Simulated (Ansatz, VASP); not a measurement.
**Bi2Te3 in VASP and in Ansatz**

```xyz
5
Lattice="2.2344 1.2900 9.8567 -2.2344 1.2900 9.8567 0.0000 -2.5801 9.8567" Properties=species:S:1:pos:R:3 pbc="T T T"
Bi    0.0000    0.0000   23.9419
Bi    0.0000    0.0000   11.8378
Te    0.0000    0.0000   17.8899
Te    0.0000    0.0000    6.0201
Te    0.0000    0.0000    0.1896
```

Alike in both runs: functional PBE; k mesh 9 × 9 × 9; occupations gaussian, width 0.1 eV; no spin polarisation.

Ansatz relaxed the structure, and its values are those at the end. VASP's run is a single point on that final structure, the one shown.

```csv
,VASP,Ansatz
version,VASP 6.6.1,Ansatz 0.2.0
potentials or method,"VASP PAW PBE potentials, release 64 (Bi_d, Te), cutoff 520 eV","scalar-relativistic, plane waves, PAW"
valence electrons in the cell,48,78
```

```tsv
	VASP	Ansatz	Ansatz less VASP
gap on the k mesh at the Fermi level (eV)	none	none	-
pressure (GPa)	0.0	0.0	+0.04
```

A gap of «none» marks a metal or a gap that the smearing closes. VASP's potentials hold 48 valence electrons a cell and Ansatz's 78, so a difference there can come from the potentials and not from the codes.

Neither program's run includes spin-orbit coupling.
